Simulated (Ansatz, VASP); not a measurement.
**B3AsN2: VASP beside Ansatz**

```
N As B
1.0
     2.84300    0.00000    0.00000
    -1.42150    2.46211    0.00000
     0.00000    0.00000    7.10432
N As B
2 1 3
Direct
  0.00000 0.00000 0.01683
  0.33333 0.66667 0.30561
  0.66667 0.33333 0.66599
  0.33333 0.66667 0.08758
  0.66667 0.33333 0.37475
  0.00000 0.00000 0.79925
```

Alike in both runs: task single point; functional PBE; k mesh 12 × 12 × 4; occupations fermi-dirac, width 0.02 eV; non-collinear spin, spin-orbit coupling.

```csv
,VASP,Ansatz
version,VASP 6.6.1,Ansatz 0.2.0
potentials or method,"VASP PAW PBE potentials, release 64 (N, As, B)","plane waves, PAW"
plane-wave cutoff (eV),520,420
valence electrons in the cell,24,34
```

|  | VASP | Ansatz | Ansatz less VASP |
| --- | --- | --- | --- |
| pressure (GPa) | 4.0 | 3.0 | -0.91 |
| traceless stress, the component that is largest in VASP (GPa) | 1.51 | 1.38 | -0.124 |
| rms of the force components (eV/Å) | 0.188 | 0.145 | -0.0433 |
| net moment per atom (μB) | 0.00 | 0.00 | 0.000 |

Atom by atom the forces differ by 0.045 eV/Å (rms over components). With one functional, cell and mesh, what is left measures potentials, basis and numerics. VASP's potentials hold 24 valence electrons a cell and Ansatz's 34, so a difference there can come from the potentials and not from the codes.
